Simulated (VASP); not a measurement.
# N (Pm-3m) in VASP: notebook, part 2 of 3

VASP 6.6.1. Earlier steps stand in the parts before.

### 3 Single point, PBEsol

This run uses another cell than the first one, of 6.61 Å³/atom.

The input, INCAR:

```
  ALGO = Normal
  EDIFF = 1E-6
  ENCUT = 600
  GGA = PS
  GGA_COMPAT = False
  ISIF = 2
  ISMEAR = 0
  LASPH = True
  LCHARG = False
  LREAL = False
  LWAVE = False
  NBANDS = 8
  NELM = 120
  PREC = Accurate
  SIGMA = 0.1
```

The input, KPOINTS:

```
k-points
0
Gamma
  10 10 10
```

The input, POSCAR:

```
N
1.0
    1.8769867339      0.0000000000      0.0000000000
    0.0000000000      1.8769867339      0.0000000000
    0.0000000000      0.0000000000      1.8770039392
N
1
Direct
    0.0000000000      0.0000000000      0.0000000000
```

Potentials or basis: VASP PAW PBE potentials, release 64 (N).

The run is started by

```console
$ cat potpaw_PBE.64/N/POTCAR > POTCAR
$ mpirun -np 1 vasp_std > vasp.out
```

OUTCAR:

```text
EDIFF = 1E-6
   ENCUT = 600
   GGA = PS
   ISIF = 2
   ISMEAR = 0
   LASPH = True
   LREAL = False
   NELM = 120
   PREC = Accurate

 ion  position               nearest neighbor table
   1  0.000  0.000  0.000-

  LATTYP: Found a simple cubic cell.
 ALAT       =     1.8769867339

  Lattice vectors:

 A1 = (   1.8769867339,   0.0000000000,   0.0000000000)
 A2 = (   0.0000000000,   1.8769867339,   0.0000000000)
 A3 = (   0.0000000000,   0.0000000000,   1.8770039392)

Analysis of symmetry for initial positions (statically):
=====================================================================
 Subroutine PRICEL returns:
 Original cell was already a primitive cell.

 Routine SETGRP: Setting up the symmetry group for a
 simple cubic supercell.

 Subroutine GETGRP returns: Found 48 space group operations
 (whereof 48 operations were pure point group operations)
 out of a pool of 48 trial point group operations.

The static configuration has the point symmetry O_h .

Analysis of symmetry for dynamics (positions and initial velocities):
=====================================================================
 Subroutine PRICEL returns:
 Original cell was already a primitive cell.

 Routine SETGRP: Setting up the symmetry group for a
 simple cubic supercell.

 Subroutine GETGRP returns: Found 48 space group operations
 (whereof 48 operations were pure point group operations)
 out of a pool of 48 trial point group operations.

The dynamic configuration has the point symmetry O_h .

 Subroutine INISYM returns: Found 48 space group operations
 (whereof 48 operations are pure point group operations),
 and found     1 'primitive' translations

----------------------------------------------------------------------------------------

                                     Primitive cell

  volume of cell :       6.6128

  direct lattice vectors                    reciprocal lattice vectors
     1.876986734  0.000000000  0.000000000     0.532768816  0.000000000  0.000000000
     0.000000000  1.876986734  0.000000000     0.000000000  0.532768816  0.000000000
     0.000000000  0.000000000  1.877003939     0.000000000  0.000000000  0.532763933

  length of vectors
     1.876986734  1.876986734  1.877003939     0.532768816  0.532768816  0.532763933

  position of ions in fractional coordinates (direct lattice)
     0.000000000  0.000000000  0.000000000

  ion indices of the primitive-cell ions
   primitive index   ion index
                 1           1

----------------------------------------------------------------------------------------

 KPOINTS: k-points

Automatic generation of k-mesh.
 Grid dimensions read from file:
 generate k-points for:   10   10   10

 Generating k-lattice:

  Cartesian coordinates                     Fractional coordinates (reciprocal lattice)
     0.053276882  0.000000000  0.000000000     0.100000000  0.000000000  0.000000000
     0.000000000  0.053276882  0.000000000     0.000000000  0.100000000  0.000000000
     0.000000000  0.000000000  0.053276393     0.000000000  0.000000000  0.100000000

  Length of vectors
     0.053276882  0.053276882  0.053276393

  Shift w.r.t. Gamma in fractional coordinates (k-lattice)
     0.000000000  0.000000000  0.000000000

 Subroutine IBZKPT returns following result:
 ===========================================

 Found     56 irreducible k-points:

 Following reciprocal coordinates:
            Coordinates               Weight
  0.000000  0.000000  0.000000      1.000000
  0.100000  0.000000  0.000000      6.000000
  0.200000  0.000000  0.000000      6.000000
  0.300000  0.000000  0.000000      6.000000
  0.400000  0.000000  0.000000      6.000000
  0.500000  0.000000  0.000000      3.000000
[... 16 lines left out ...]
  0.200000  0.100000  0.100000     24.000000
  0.300000  0.100000  0.100000     24.000000
 [... further k-points ...]
   k-points           NKPTS =     56   k-points in BZ     NKDIM =     56   number of bands    NBANDS=      8
   number of dos      NEDOS =    301   number of ions     NIONS =      1
   total plane-waves  NPLWV =   4096
   dimension x,y,z NGX =    16 NGY =   16 NGZ =   16
   dimension x,y,z NGXF=    32 NGYF=   32 NGZF=   32
   ions per type =               1
   NGX,Y,Z   is equivalent  to a cutoff of  14.17, 14.17, 14.17 a.u.
   NGXF,Y,Z  is equivalent  to a cutoff of  28.34, 28.34, 28.34 a.u.
 SYSTEM =  unknown system
   PREC   = accura    normal or accurate (medium, high low for compatibility)
   ISTART =      0    job   : 0-new  1-cont  2-samecut
   ICHARG =      2    charge: 1-file 2-atom 10-const
   ISPIN  =      1    spin polarized calculation?
   LNONCOLLINEAR =      F non collinear calculations
   LSORBIT =      F    spin-orbit coupling
   LASPH  =      T    aspherical Exc in radial PAW
   ENCUT  =  600.0 eV  44.10 Ry    6.64 a.u.   3.75  3.75  3.75*2*pi/ulx,y,z
   NELM   =    120;   NELMIN=  2; NELMDL= -5     # of ELM steps
   EDIFF  = 0.1E-05   stopping-criterion for ELM
   LREAL  =      F    real-space projection
   EDIFFG = 0.1E-04   stopping-criterion for IOM
   NSW    =      0    number of steps for IOM
   IBRION =     -1    ionic relax: 0-MD 1-quasi-New 2-CG
   NFREE  =      0    steps in history (QN), initial steepest desc. (CG)
   ISIF   =      2    stress and relaxation
   ISYM   =      2    0-nonsym 1-usesym 2-fastsym
   POTIM  = 0.5000    time-step for ionic-motion
   TEBEG  =    0.0;   TEEND  =   0.0 temperature during run
   PSTRESS=    0.0 pullay stress
   NELECT =       5.0000    total number of electrons
   NUPDOWN=      -1.0000    fix difference up-down
   EMIN   =  10.00;   EMAX   =-10.00  energy-range for DOS
   EFERMI =   0.00;   METHOD = LEGACY
   ISMEAR =     0;   SIGMA  =   0.10  broadening in eV -4-tet -1-fermi 0-gaus
   EFERMI_NEDOS =   21; number of points for ismear=-14 and -15
   IALGO  =     38    algorithm
   IMIX   =      4    mixing-type and parameters
     AMIX     =   0.40;   BMIX     =  1.00
     AMIX_MAG =   1.60;   BMIX_MAG =  1.00
  volume/ion in A,a.u.               =       6.61        44.63
  Fermi-wavevector in a.u.,A,eV,Ry     =   1.491428  2.818390 30.264222  2.224358
  Thomas-Fermi vector in A             =   2.604084
   LORBIT       =      0    0 simple, 1 ext, 2 COOP (PROOUT), +10 PAW based schemes
   GGA     = PS    functional components
   LHFCALC =     F    Hartree Fock is set to
   AEXX    =    0.0000 exact exchange contribution
   IVDW    =     0    specifies the selected vdW correction
   LEPSILON=     F    determine dielectric tensor
   LRPA    =     F    only Hartree local field effects (RPA)
 non-spin polarized calculation
 Gauss-broadening in eV      SIGMA  =   0.10
  energy-cutoff  :      600.00
  volume of cell :        6.61
 maximum number of plane-waves:       251
 NGX is ok and might be reduce to    16
   NGX =  7   NGY =  7   NGZ =  7

 number of electron       5.0000017 magnetization

 Free energy of the ion-electron system (eV)
  ---------------------------------------------------
  ext. energy  EPLUGINS =         0.00000000
  ---------------------------------------------------
  free energy    TOTEN  =        -5.65786013 eV

  energy without entropy =       -5.65695742  energy(sigma->0) =       -5.65740878

 E-fermi :   7.2114     XC(G=0): -13.3479

 val. band max:        7.2114069895   @ k =   0.2000   0.2000   0.2000
 cond. band min:       7.2114669017   @ k =   0.2000   0.2000   0.2000
 fundamental gap:      0.0000599122
 Fermi energy:         7.2114369430

 k-point     1 :       0.0000    0.0000    0.0000
  band No.  band energies     occupation
      1     -15.0427      2.00000
      2      11.2960      0.00000
      3      11.2963      0.00000
      4      11.2963      0.00000
      5      29.0770      0.00000
      6      32.6965      0.00000
      7      32.6969      0.00000
      8      56.1229      0.00000
[... 243 lines left out ...]
 k-point    24 :       0.3000    0.1000    0.1000
  band No.  band energies     occupation
      1     -11.4771      2.00000
      2       2.5520      2.00000
      3      11.0099      0.00000
      4      11.5708      0.00000
      5      29.6570      0.00000
      6      37.4192      0.00000
      7      39.3473      0.00000
      8      45.2682      0.00000

 [... further k-points ...]

------------------------ aborting loop because EDIFF is reached ----------------------------------------

  FORCE on cell =-STRESS in cart. coord.  units (eV):
  Direction    XX          YY          ZZ          XY          YZ          ZX
  --------------------------------------------------------------------------------------
  -------------------------------------------------------------------------------------
  Total       -0.7089418     -0.7089418     -0.7089548     -0.0000000     -0.0000000      0.0000000
  in kB     -171.7645543   -171.7645543   -171.7677033     -0.0000000     -0.0000000      0.0000000
  external PRESSURE =    -171.7656040 kB  Pullay stress =       0.0000000 kB

 VOLUME and BASIS-vectors are now :
 -----------------------------------------------------------------------------
  energy-cutoff  :      600.00
  volume of cell :        6.61
      direct lattice vectors                 reciprocal lattice vectors
     1.876986734  0.000000000  0.000000000     0.532768816  0.000000000  0.000000000
     0.000000000  1.876986734  0.000000000     0.000000000  0.532768816  0.000000000
     0.000000000  0.000000000  1.877003939     0.000000000  0.000000000  0.532763933

 POSITION                                       TOTAL-FORCE (eV/Angst)
 -----------------------------------------------------------------------------------
      0.00000      0.00000      0.00000         0.000000      0.000000      0.000000
 -----------------------------------------------------------------------------------
    total drift:                                0.000000      0.000000      0.000000

  FREE ENERGIE OF THE ION-ELECTRON SYSTEM (eV)
  ---------------------------------------------------
  free  energy   TOTEN  =        -5.6578601273 eV

  energy  without entropy=       -5.6569574239  energy(sigma->0) =       -5.65740878
```

Wall time 1.3 s (1 thread of Intel Xeon 6975P-C (Granite Rapids), shared host); peak memory 0.11 GiB.

Results:

```
Free energy            : -5.6579 eV
Pressure               : -17.2 GPa
Band gap on the k mesh : zero (an odd number of electrons rules out a gap without spin polarisation)
```

Caveat: the cell stands under tension; the PAW data sets were made with another functional, which shifts forces and pressure a little.

### 4 Relaxation of cell and atoms, PBEsol

This run uses another cell than the first one, of 6.61 Å³/atom.

The input, INCAR:

```
SYSTEM = N
ALGO     = Normal         ! electronic algorithm
EDIFF    = 1E-7           ! SCF threshold, eV
EDIFFG   = -0.05          ! ionic threshold
ENCUT    = 600            ! plane-wave cutoff, eV
GGA      = PS             ! functional
GGA_COMPAT= .FALSE.      
IBRION   = 2              ! ionic algorithm
ISIF     = 3              ! what is computed and relaxed
ISMEAR   = 0              ! smearing method
LASPH    = .TRUE.         ! aspherical terms in the spheres
LCHARG   = .FALSE.        ! write CHGCAR
LREAL    = .FALSE.        ! projectors in reciprocal space
LWAVE    = .FALSE.        ! write WAVECAR
NELM     = 120            ! most SCF steps
NELMIN   = 4            
NSW      = 80             ! ionic steps
PREC     = Accurate       ! precision mode
SIGMA    = 0.1            ! smearing width, eV
```

The input, KPOINTS:

```
k-points
0
G
  10 10 10
  0 0 0
```

POSCAR is that of step 3.

The run is started by

```console
$ cat potpaw_PBE.64/N/POTCAR > POTCAR
$ mpirun -np 1 vasp_std > vasp.out
```

It took 2.1 s on 1 thread of Intel Xeon 6975P-C (Granite Rapids), shared host; peak memory 0.11 GiB.

Results (log left out):

- Free energy: -5.6844 eV
- Relaxed volume: 6.13 Å³/atom
- Relaxed cell: a = 1.831 Å, b = 1.831 Å, c = 1.831 Å, α = 90.00°, β = 90.00°, γ = 90.00°
- Space group after relaxing (to 0.1 Å): Pm-3m (No. 221)
- Energy gained by relaxing: 26.6 meV/atom
- Ionic steps: 3
- Pressure after relaxing: 0.6 GPa
- Band gap on the k mesh: zero (an odd number of electrons rules out a gap without spin polarisation)

The path:
```csv
step,energy change (eV),largest force (eV/Å),pressure (GPa),volume (Å³)
1,0.0000,0.0000,-17.18,6.61
2,-0.0222,0.0000,6.89,5.96
3,-0.0266,0.0000,0.58,6.13
```

Final structure:
```cif
data_structure
_symmetry_space_group_name_H-M 'P 1'
_symmetry_Int_Tables_number 1
_cell_length_a 1.8306
_cell_length_b 1.8306
_cell_length_c 1.8306
_cell_angle_alpha 90.000
_cell_angle_beta 90.000
_cell_angle_gamma 90.000
_cell_volume 6.13
loop_
_atom_site_label
_atom_site_type_symbol
_atom_site_fract_x
_atom_site_fract_y
_atom_site_fract_z
_atom_site_occupancy
N1 N 0.00000 0.00000 0.00000 1
```

Levels at points of the mesh, in eV from the Fermi level:
```
           k point  band 1  band 2  band 3  band 4  band 5  band 6
(0.00, 0.00, 0.00)  -23.30    4.49    4.49    4.49   23.40   26.15
(0.50, 0.00, 0.00)  -16.45  -11.54    6.54    6.54   25.38   33.29
(0.50, 0.50, 0.00)   -9.89   -6.93   -6.93    8.20   10.03   36.98
(0.50, 0.50, 0.50)   -3.41   -3.33   -3.33   -3.33   18.72   18.72
```

Caveat: the PAW data sets were made with another functional, which shifts forces and pressure a little.

[end of part 2 of 3]
